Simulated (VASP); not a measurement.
ScAg3, 4 atoms in the cell. It takes space group Fm-3m (No. 225, cubic). Conventional cell: a = 6.640 Å, b = 6.640 Å, c = 6.640 Å, α = 90.00°, β = 90.00°, γ = 90.00°. Sc (site symmetry m-3m) has 14 Ag at 2.88 to 3.32 Å within 3.8 Å. Within 3.8 Å of Ag (site symmetry -43m) lie 4 Sc at 2.88 Å and 10 Ag at 2.88 to 3.32 Å. Within 3.8 Å of Ag (site symmetry m-3m) lie 8 Ag at 2.88 Å and 6 Sc at 3.32 Å. 

- Program: VASP 6.6.1
- Task: single point
- Functional: PBEsol
- Potentials or basis: VASP PAW PBE potentials, release 64 (Sc_sv, Ag)
- Cutoff: 500 eV
- k mesh: 7 × 7 × 7
- Occupations: fermi-dirac, width 0.05 eV
- Spin: no spin polarisation
- Dipole correction: no
- Further INCAR settings: ALGO = Normal; EDIFF = 1e-06; NBANDS = 30

Potentials or basis: VASP PAW PBE potentials, release 64 (Sc_sv, Ag).

Launch:

```sh
$ cat potpaw_PBE.64/Sc_sv/POTCAR potpaw_PBE.64/Ag/POTCAR > POTCAR
$ mpirun -np 1 vasp_std > vasp.out
```

Hardware: 1 thread of Intel(R) Xeon(R) Platinum 8488C (Sapphire Rapids), on a shared host.

Problem. How long does it take, and how much memory?

Solution. Run time: 35 s on 1 thread of Intel(R) Xeon(R) Platinum 8488C (Sapphire Rapids), with other jobs on the host, peak memory 0.22 GiB. Counts: scf iterations 12, k points 20.
